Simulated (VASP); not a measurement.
# SnTe (P4/mmm) in VASP: notebook

Runs on SnTe. Level: PBE. Tasks: single point.

All numbers are computed with VASP 6.6.1; they aren't measurements. Logs are shortened: lines on timing, memory, paths and dates and some standing lists are left out, and cuts for length are marked.

**1. The cell of the first run**

It takes space group P4/mmm (No. 123, tetragonal). The conventional cell has a = 3.619 Å, b = 3.619 Å, c = 4.851 Å, α = 90.00°, β = 90.00°, γ = 90.00°. Sn (site symmetry 4/mmm) has 2 Te at 2.43 Å within 3.2 Å. Te (site symmetry 4/mmm) has 2 Sn at 2.43 Å within 3.2 Å.

The cell was generated, and may not be a known phase.

**2. Single point, PBE**

Input file INCAR:

```
PREC     = Accurate       # precision mode
ENCUT    = 520            # plane-wave cutoff, eV
EDIFF    = 1E-6           # SCF threshold, eV
ISMEAR   = 0              # smearing method
SIGMA    = 0.1            # smearing width, eV
LREAL    = False          # projectors in reciprocal space
LASPH    = True           # aspherical terms in the spheres
NELM     = 100            # most SCF steps
ALGO     = Normal         # electronic algorithm
ISIF     = 2              # what is computed and relaxed
LWAVE    = False          # write WAVECAR
LCHARG   = False          # write CHGCAR
GGA      = PE             # functional
NBANDS   = 17             # bands
```

Input file KPOINTS:

```
regular mesh
0
Gamma
  6 6 4
```

Input file POSCAR:

```
SnTe
1.0
    3.6189621900      0.0000000000      0.0000000000
    0.0000000000      3.6189621900      0.0000000000
    0.0000000000      0.0000000000      4.8514601100
Sn Te
1 1
Direct
    0.0000000000      0.0000000000      0.5000000000
    0.0000000000      0.0000000000      0.0000000000
```

Potentials or basis: VASP PAW PBE potentials, release 64 (Sn_d, Te).

The run is started by

```console
cat potpaw_PBE.64/Sn_d/POTCAR potpaw_PBE.64/Te/POTCAR > POTCAR
mpirun -np 1 vasp_std > vasp.out
```

OUTCAR:

```text
PREC = Accurate
   ENCUT = 520
   EDIFF = 1E-6
   ISMEAR = 0
   LREAL = False
   LASPH = True
   NELM = 100
   ISIF = 2
   GGA = PE

 ion  position               nearest neighbor table
   1  0.000  0.000  0.500-   2 2.43   2 2.43
   2  0.000  0.000  0.000-   1 2.43   1 2.43

  LATTYP: Found a simple tetragonal cell.
 ALAT       =     3.6189621900
 C/A-ratio  =     1.3405666750

  Lattice vectors:

 A1 = (   3.6189621900,   0.0000000000,   0.0000000000)
 A2 = (   0.0000000000,   3.6189621900,   0.0000000000)
 A3 = (   0.0000000000,   0.0000000000,   4.8514601100)

Analysis of symmetry for initial positions (statically):
=====================================================================
 Subroutine PRICEL returns:
 Original cell was already a primitive cell.

 Routine SETGRP: Setting up the symmetry group for a
 simple tetragonal supercell.

 Subroutine GETGRP returns: Found 16 space group operations
 (whereof 16 operations were pure point group operations)
 out of a pool of 16 trial point group operations.

The static configuration has the point symmetry D_4h.

Analysis of symmetry for dynamics (positions and initial velocities):
=====================================================================
 Subroutine PRICEL returns:
 Original cell was already a primitive cell.

 Routine SETGRP: Setting up the symmetry group for a
 simple tetragonal supercell.

 Subroutine GETGRP returns: Found 16 space group operations
 (whereof 16 operations were pure point group operations)
 out of a pool of 16 trial point group operations.

The dynamic configuration has the point symmetry D_4h.

 Subroutine INISYM returns: Found 16 space group operations
 (whereof 16 operations are pure point group operations),
 and found     1 'primitive' translations

----------------------------------------------------------------------------------------

                                     Primitive cell

  volume of cell :      63.5390

  direct lattice vectors                    reciprocal lattice vectors
     3.618962190  0.000000000  0.000000000     0.276322312  0.000000000  0.000000000
     0.000000000  3.618962190  0.000000000     0.000000000  0.276322312  0.000000000
     0.000000000  0.000000000  4.851460110     0.000000000  0.000000000  0.206123513

  length of vectors
[... 79 lines left out ...]
   LASPH  =      T    aspherical Exc in radial PAW
   ENCUT  =  520.0 eV  38.22 Ry    6.18 a.u.   6.73  6.73  9.02*2*pi/ulx,y,z
   NELM   =    100;   NELMIN=  2; NELMDL= -5     # of ELM steps
   EDIFF  = 0.1E-05   stopping-criterion for ELM
   LREAL  =      F    real-space projection
   EDIFFG = 0.1E-04   stopping-criterion for IOM
   NSW    =      0    number of steps for IOM
   IBRION =     -1    ionic relax: 0-MD 1-quasi-New 2-CG
   NFREE  =      0    steps in history (QN), initial steepest desc. (CG)
   ISIF   =      2    stress and relaxation
   ISYM   =      2    0-nonsym 1-usesym 2-fastsym
   POTIM  = 0.5000    time-step for ionic-motion
   TEBEG  =    0.0;   TEEND  =   0.0 temperature during run
   PSTRESS=    0.0 pullay stress
   NELECT =      20.0000    total number of electrons
   NUPDOWN=      -1.0000    fix difference up-down
   EMIN   =  10.00;   EMAX   =-10.00  energy-range for DOS
   EFERMI =   0.00;   METHOD = LEGACY
   ISMEAR =     0;   SIGMA  =   0.10  broadening in eV -4-tet -1-fermi 0-gaus
   EFERMI_NEDOS =   21; number of points for ismear=-14 and -15
   IALGO  =     38    algorithm
   IMIX   =      4    mixing-type and parameters
     AMIX     =   0.40;   BMIX     =  1.00
     AMIX_MAG =   1.60;   BMIX_MAG =  1.00
  volume/ion in A,a.u.               =      31.77       214.39
  Fermi-wavevector in a.u.,A,eV,Ry     =   1.113622  2.104441 16.873333  1.240155
  Thomas-Fermi vector in A             =   2.250209
   LORBIT       =      0    0 simple, 1 ext, 2 COOP (PROOUT), +10 PAW based schemes
   GGA     = PE    functional components
   LHFCALC =     F    Hartree Fock is set to
   AEXX    =    0.0000 exact exchange contribution
   IVDW    =     0    specifies the selected vdW correction
   LEPSILON=     F    determine dielectric tensor
   LRPA    =     F    only Hartree local field effects (RPA)
 non-spin polarized calculation
 Gauss-broadening in eV      SIGMA  =   0.10
  energy-cutoff  :      520.00
  volume of cell :       63.54
 maximum number of plane-waves:      1746
 NGX is ok and might be reduce to    28
   NGX = 13   NGY = 13   NGZ = 19

 number of electron      19.9999998 magnetization

 Free energy of the ion-electron system (eV)
  ---------------------------------------------------
  ext. energy  EPLUGINS =         0.00000000
  ---------------------------------------------------
  free energy    TOTEN  =        -4.36301945 eV

  energy without entropy =       -4.35534558  energy(sigma->0) =       -4.35918251

 E-fermi :   6.2145     XC(G=0):  -9.2442

 val. band max:        6.1591230380   @ k =   0.5000   0.5000   0.2500
 cond. band min:       6.2501421605   @ k =   0.3333   0.0000   0.2500
 fundamental gap:      0.0910191225
 Fermi energy:         6.2144683602

 k-point     1 :       0.0000    0.0000    0.0000
  band No.  band energies     occupation
      1     -15.7711      2.00000
      2     -15.4354      2.00000
      3     -15.4354      2.00000
      4     -15.3985      2.00000
      5     -15.3232      2.00000
      6      -6.8930      2.00000
[... 457 lines left out ...]
      4     -15.3448      2.00000
      5     -15.3423      2.00000
      6      -5.6563      2.00000
[... 9 lines left out ...]
     16      15.6334      0.00000
     17      15.6797      0.00000

 [... further k-points ...]

------------------------ aborting loop because EDIFF is reached ----------------------------------------

  FORCE on cell =-STRESS in cart. coord.  units (eV):
  Direction    XX          YY          ZZ          XY          YZ          ZX
  --------------------------------------------------------------------------------------
  -------------------------------------------------------------------------------------
  Total       -0.0183068     -0.0183068     26.1202164      0.0000000     -0.0000000      0.0000000
  in kB       -0.4616173     -0.4616173    658.6380198      0.0000000     -0.0000000      0.0000000
  external PRESSURE =     219.2382618 kB  Pullay stress =       0.0000000 kB

 VOLUME and BASIS-vectors are now :
 -----------------------------------------------------------------------------
  energy-cutoff  :      520.00
  volume of cell :       63.54
      direct lattice vectors                 reciprocal lattice vectors
     3.618962190  0.000000000  0.000000000     0.276322312  0.000000000  0.000000000
     0.000000000  3.618962190  0.000000000     0.000000000  0.276322312  0.000000000
     0.000000000  0.000000000  4.851460110     0.000000000  0.000000000  0.206123513

 POSITION                                       TOTAL-FORCE (eV/Angst)
 -----------------------------------------------------------------------------------
      0.00000      0.00000      2.42573         0.000000      0.000000      0.000000
      0.00000      0.00000      0.00000         0.000000      0.000000      0.000000
 -----------------------------------------------------------------------------------
    total drift:                               -0.000000     -0.000000      0.000000

  FREE ENERGIE OF THE ION-ELECTRON SYSTEM (eV)
  ---------------------------------------------------
  free  energy   TOTEN  =        -4.3630194520 eV

  energy  without entropy=       -4.3553455758  energy(sigma->0) =       -4.35918251
```

stdout:

```text
POSCAR found type information on POSCAR SnTe
 POSCAR found :  2 types and       2 ions
 scaLAPACK will be used
 LDA part: xc-table for (Slater+PW92), standard interpolation
 POSCAR, INCAR and KPOINTS ok, starting setup
 FFT: planning ... GRIDC
 FFT: planning ... GRID_SOFT
 FFT: planning ... GRID
 WAVECAR not read
 entering main loop
```

Wall time 15 s (1 thread of Intel Xeon Platinum 8488C (Sapphire Rapids), shared host); peak memory 0.18 GiB.

What came out:

```yaml
Free_energy: -4.3630 eV
Pressure: 21.9 GPa
Band_gap_on_the_k_mesh: zero (bands 10 and 11 overlap by 3.81 eV)
```

Caveat: the stress differs along the axes, from -0 to 66 GPa; spin-orbit coupling is left out, which moves the levels of the heavy elements.

**3. Single point, PBE**

This run uses another cell than the first one, of 31.61 Å³/atom.

Input file INCAR:

```
ALGO = Normal
EDIFF = 1E-7
ENCUT = 520
GGA = PE
ISIF = 2
ISMEAR = 0
LASPH = T
LCHARG = F
LREAL = F
LWAVE = F
NBANDS = 17
NELM = 100
PREC = Accurate
SIGMA = 0.1
```

Input file KPOINTS:

```
k-points
0
Gamma
  6 6 4
```

Input file POSCAR:

```
SnTe
1.0
    3.1388647041      0.0000000000      0.0000000000
    0.0000000000      3.1388647041      0.0000000000
    0.0000000000      0.0000000000      6.4158522833
Sn Te
1 1
Direct
    0.0000000000      0.0000000000      0.5000000000
    0.0000000000      0.0000000000      0.0000000000
```

Potentials or basis: VASP PAW PBE potentials, release 64 (Sn_d, Te).

The run is started by

```console
cat potpaw_PBE.64/Sn_d/POTCAR potpaw_PBE.64/Te/POTCAR > POTCAR
mpirun -np 1 vasp_std > vasp.out
```

Wall time 13 s (1 thread of Intel Xeon Platinum 8488C (Sapphire Rapids), shared host); peak memory 0.18 GiB.

Results (log left out):

```yaml
Free_energy: -6.9000 eV
Pressure: -0.1 GPa
Band_gap_on_the_k_mesh: zero (bands 10 and 11 overlap by 3.74 eV)
```

Stress tensor (GPa, compression positive):
```
-0.09  0.00  0.00
 0.00 -0.09  0.00
 0.00  0.00 -0.01
```

Levels at points of the mesh, in eV from the Fermi level:
```tsv
k point	band 8	band 9	band 10	band 11	band 12	band 13
(0.00, 0.00, 0.00)	-5.07	2.20	2.20	3.04	6.55	6.55
(0.50, 0.00, 0.00)	-5.51	-3.18	-2.61	2.67	3.72	5.06
(0.50, 0.50, 0.00)	-3.81	-2.70	-1.44	-0.50	-0.50	2.63
(0.00, 0.00, 0.50)	-2.45	-0.99	2.28	2.28	6.16	6.16
(0.50, 0.00, 0.50)	-5.33	-3.13	-0.55	1.33	3.79	5.18
(0.50, 0.50, 0.50)	-3.69	-3.69	-0.91	-0.91	1.48	3.02
```

Caveat: spin-orbit coupling is left out, which moves the levels of the heavy elements.

The gap in the log of VASP goes by the Fermi energy; the results here count the filled bands.